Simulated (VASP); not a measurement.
# ZrS (Fm-3m) in VASP: notebook, part 3 of 3

VASP 6.6.1. Earlier steps stand in the parts before.

## 5. Vibrations by perturbation theory, LDA

This run uses another cell than the first one, of 16.94 Å³/atom, 1.020 times its volume.

INCAR reads:

```
PREC = Accurate
ENCUT = 520
EDIFF = 1E-8
ISMEAR = -1
SIGMA = 0.15
LREAL = F
LASPH = T
NELM = 100
ALGO = Normal
ISIF = 2
LWAVE = F
LCHARG = F
GGA = CA
NBANDS = 16
IBRION = 8
NSW = 1
```

KPOINTS reads:

```
regular mesh
0
Gamma
  14 14 14
```

POSCAR reads:

```
ZrS
1.0
    0.0000000000      2.5682617748      2.5682617748
    2.5682617748      0.0000000000      2.5682617748
    2.5682617748      2.5682617748      0.0000000000
Zr S
1 1
Direct
    0.0000000000      0.0000000000      0.0000000000
    0.5000000000      0.5000000000      0.5000000000
```

Potentials or basis: VASP PAW LDA potentials, release 64 (Zr_sv, S).

Command:

```sh
> cat potpaw_LDA.64/Zr_sv/POTCAR potpaw_LDA.64/S/POTCAR > POTCAR
> mpirun -np 1 vasp_std > vasp.out
```

OUTCAR:

```text
PREC = Accurate
   ENCUT = 520
   EDIFF = 1E-8
   ISMEAR = -1
   LREAL = F
   LASPH = T
   NELM = 100
   ISIF = 2
   GGA = CA
   IBRION = 8
   NSW = 1

 ion  position               nearest neighbor table
   1  0.000  0.000  0.000-   2 2.57   2 2.57   2 2.57   2 2.57   2 2.57   2 2.57
   2  0.500  0.500  0.500-   1 2.57   1 2.57   1 2.57   1 2.57   1 2.57   1 2.57

  LATTYP: Found a face centered cubic cell.
 ALAT       =     5.1365235496

  Lattice vectors:

 A1 = (   0.0000000000,   2.5682617748,   2.5682617748)
 A2 = (   2.5682617748,   0.0000000000,   2.5682617748)
 A3 = (   2.5682617748,   2.5682617748,   0.0000000000)

Analysis of symmetry for initial positions (statically):
=====================================================================
 Subroutine PRICEL returns:
 Original cell was already a primitive cell.

 Routine SETGRP: Setting up the symmetry group for a
 face centered cubic supercell.

 Subroutine GETGRP returns: Found 48 space group operations
 (whereof 48 operations were pure point group operations)
 out of a pool of 48 trial point group operations.

The static configuration has the point symmetry O_h .

Analysis of symmetry for dynamics (positions and initial velocities):
=====================================================================
 Subroutine PRICEL returns:
 Original cell was already a primitive cell.

 Routine SETGRP: Setting up the symmetry group for a
 face centered cubic supercell.

 Subroutine GETGRP returns: Found 48 space group operations
 (whereof 48 operations were pure point group operations)
 out of a pool of 48 trial point group operations.

The dynamic configuration has the point symmetry O_h .

 Subroutine INISYM returns: Found 48 space group operations
 (whereof 48 operations are pure point group operations),
 and found     1 'primitive' translations

----------------------------------------------------------------------------------------

                                     Primitive cell

  volume of cell :      33.8803

  direct lattice vectors                    reciprocal lattice vectors
     0.000000000  2.568261775  2.568261775    -0.194684204  0.194684204  0.194684204
     2.568261775  0.000000000  2.568261775     0.194684204 -0.194684204  0.194684204
     2.568261775  2.568261775  0.000000000     0.194684204  0.194684204 -0.194684204

  length of vectors
     3.632070634  3.632070634  3.632070634     0.337202933  0.337202933  0.337202933

  position of ions in fractional coordinates (direct lattice)
     0.000000000  0.000000000  0.000000000
     0.500000000  0.500000000  0.500000000

  ion indices of the primitive-cell ions
   primitive index   ion index
                 1           1
                 2           2

----------------------------------------------------------------------------------------

[... 119 lines left out ...]

 val. band max:       11.3407350339   @ k =   0.0714   0.0714   0.0000
 cond. band min:      11.3497599976   @ k =  -0.2857   0.0714   0.0000
 fundamental gap:      0.0090249637
 Fermi energy:        11.3447141871

 k-point     1 :       0.0000    0.0000    0.0000
  band No.  band energies     occupation
      1     -38.1844      2.00000
      2     -16.3041      2.00000
      3     -16.3041      2.00000
      4     -16.3041      2.00000
      5      -4.6772      2.00000
      6       7.8663      2.00000
[... 433 lines left out ...]
      3     -16.3550      2.00000
      4     -16.3475      2.00000
      5      -3.8399      2.00000
      6       4.6899      2.00000
[... 8 lines left out ...]
     15      19.9986      0.00000
     16      20.6958      0.00000

 [... further k-points ...]
[... 5 lines left out ...]
  --------------------------------------------------------------------------------------
  -------------------------------------------------------------------------------------
  Total        0.0541797      0.0541797      0.0541797      0.0000000     -0.0000000      0.0000000
  in kB        2.5621197      2.5621197      2.5621197      0.0000000     -0.0000000      0.0000000
  external PRESSURE =       2.5621197 kB  Pullay stress =       0.0000000 kB

 VOLUME and BASIS-vectors are now :
 -----------------------------------------------------------------------------
  energy-cutoff  :      520.00
  volume of cell :       33.88
      direct lattice vectors                 reciprocal lattice vectors
     0.000000000  2.568261775  2.568261775    -0.194684204  0.194684204  0.194684204
     2.568261775  0.000000000  2.568261775     0.194684204 -0.194684204  0.194684204
     2.568261775  2.568261775  0.000000000     0.194684204  0.194684204 -0.194684204

 POSITION                                       TOTAL-FORCE (eV/Angst)
 -----------------------------------------------------------------------------------
      0.00000      0.00000      0.00000        -0.000000      0.000000      0.000000
      2.56826      2.56826      2.56826         0.000000      0.000000     -0.000000
 -----------------------------------------------------------------------------------
    total drift:                                0.000000      0.000000      0.000000

  FREE ENERGIE OF THE ION-ELECTRON SYSTEM (eV)
  ---------------------------------------------------
  free  energy   TOTEN  =       -17.2065530196 eV

  energy  without entropy=      -17.1129505520  energy(sigma->0) =      -17.15975179

[... ionic steps 2 to 3 ...]

--------------------------------------- Ionic step        4  -------------------------------------------

------------------------ aborting loop because EDIFF is reached ----------------------------------------

[... ionic steps 5 to 6 ...]

--------------------------------------- Ionic step        7  -------------------------------------------

 Free energy of the ion-electron system (eV)
  ---------------------------------------------------
  ---------------------------------------------------
  free energy    TOTEN  =        -0.10540938 eV

  energy without entropy =       -0.10540938

------------------------ aborting loop because EDIFF is reached ----------------------------------------

 INTERNAL STRAIN TENSOR  FOR ION    2  DIRECTION 1   (eV/Angst):
 -----------------------------------------------------------------------------
     0.05677 -0.00000  0.00000
    -0.00000 -0.02819  0.00000
     0.00000  0.00000 -0.02819

 INTERNAL STRAIN TENSOR FOR ION    2 for displacements in x,y,z  (eV/Angst):
          X           Y           Z          XY          YZ          ZX
  --------------------------------------------------------------------------------
  x     0.00000     0.00000     0.00000     0.00000     0.00000     0.00000
  y     0.00000     0.00000     0.00000     0.00000     0.00000     0.00000
  z     0.00000     0.00000     0.00000     0.00000     0.00000     0.00000

 SECOND DERIVATIVES (NOT SYMMETRIZED)
 ------------------------------------
               1X          1Y          1Z          2X          2Y          2Z
  1X    -6.489718    0.000000    0.000000    6.489718    0.000000    0.000000
  1Y     0.000000   -6.489718    0.000000    0.000000    6.489718    0.000000
  1Z     0.000000    0.000000   -6.489718    0.000000    0.000000    6.489718
  2X     6.486122    0.000000    0.000000   -6.486122    0.000000    0.000000
  2Y     0.000000    6.486122    0.000000    0.000000   -6.486122    0.000000
  2Z     0.000000    0.000000    6.486122    0.000000    0.000000   -6.486122

 Eigenvectors and eigenvalues of the dynamical matrix
 ----------------------------------------------------

   1 f  =    8.174507 THz    51.361944 2PiTHz  272.672211 cm-1    33.807030 meV
             X         Y         Z           dx          dy          dz
      0.000000  0.000000  0.000000    -0.360689   -0.360689   -0.000000
      2.568262  2.568262  2.568262     0.608197    0.608197   -0.000000
[... 21 lines left out ...]
   6 f/i=    0.000994 THz     0.006245 2PiTHz    0.033151 cm-1     0.004110 meV
             X         Y         Z           dx          dy          dz
      0.000000  0.000000  0.000000    -0.017575    0.113265   -0.852449
      2.568262  2.568262  2.568262    -0.010423    0.067172   -0.505541

--------------------------------------------------------------------------------------------------------

 ELASTIC MODULI CONTR FROM IONIC RELAXATION (kBar)
 Direction    XX          YY          ZZ          XY          YZ          ZX
 --------------------------------------------------------------------------------
 XX           0.0000      0.0000      0.0000      0.0000      0.0000      0.0000
 YY           0.0000      0.0000      0.0000      0.0000      0.0000      0.0000
 ZZ           0.0000      0.0000      0.0000      0.0000      0.0000      0.0000
 XY           0.0000      0.0000      0.0000      0.0000      0.0000      0.0000
 YZ           0.0000      0.0000      0.0000      0.0000      0.0000      0.0000
 ZX           0.0000      0.0000      0.0000      0.0000      0.0000      0.0000
 --------------------------------------------------------------------------------
```

OSZICAR:

```text
N       E                     dE             d eps       ncg     rms          rms(c)
DAV:   1     0.120853512955E+03    0.12085E+03   -0.96233E+03  3328   0.110E+03
DAV:   2    -0.130095845490E+02   -0.13386E+03   -0.12879E+03  4368   0.285E+02
DAV:   3    -0.180198252100E+02   -0.50102E+01   -0.49798E+01  5128   0.490E+01
DAV:   4    -0.180948319608E+02   -0.75007E-01   -0.74979E-01  4272   0.559E+00
[... 55 lines left out ...]
RMM:  11    -0.105409417587E+00   -0.63689E-07    0.93262E-07 18582   0.177E-04    0.340E-05
RMM:  12    -0.105409394940E+00    0.22646E-07    0.12102E-07 18561   0.899E-05    0.947E-06
RMM:  13    -0.105409365701E+00    0.29239E-07    0.14833E-07 18359   0.515E-05    0.132E-05
RMM:  14    -0.105409384780E+00   -0.19079E-07    0.11275E-09 17382   0.347E-05    0.101E-06
RMM:  15    -0.105409381172E+00    0.36082E-08    0.48489E-08 15737   0.265E-05    0.668E-07
 Linear response finished
```

stdout:

```text
POSCAR found type information on POSCAR ZrS
 POSCAR found :  2 types and       2 ions
 scaLAPACK will be used
 LDA part: xc-table for (Slater(with rela. corr.)+CA(PZ))
 , standard interpolation
 POSCAR, INCAR and KPOINTS ok, starting setup
 FFT: planning ... GRIDC
 FFT: planning ... GRID_SOFT
 FFT: planning ... GRID
 WAVECAR not read
 entering main loop
 Linear response reoptimize wavefunctions to high precision
 Linear response DOF=           2
 Linear response progress:
 first order change of Fermi-energy  -0.15114E-03
 force on displaced ion       1 direction 1 :  -6.490   0.000   0.000
 Linear response progress:
 first order change of Fermi-energy   0.42850E-03
 force on displaced ion       2 direction 1 :  -6.486   0.000   0.000
 Linear response finished
```

It used 1200 s of CPU time on 1 thread of AMD EPYC 7R13 Processor (Zen 3), with other jobs on the host.

What came out:

| Item | Value |
| --- | --- |
| Highest phonon frequency at Γ, LO-TO splitting left out | 273 cm⁻¹ |

Phonon frequencies in cm⁻¹ (negative: imaginary):
```tsv
q point	frequencies
(0.000, 0.000, 0.000)	0 0 0 273 273 273
```
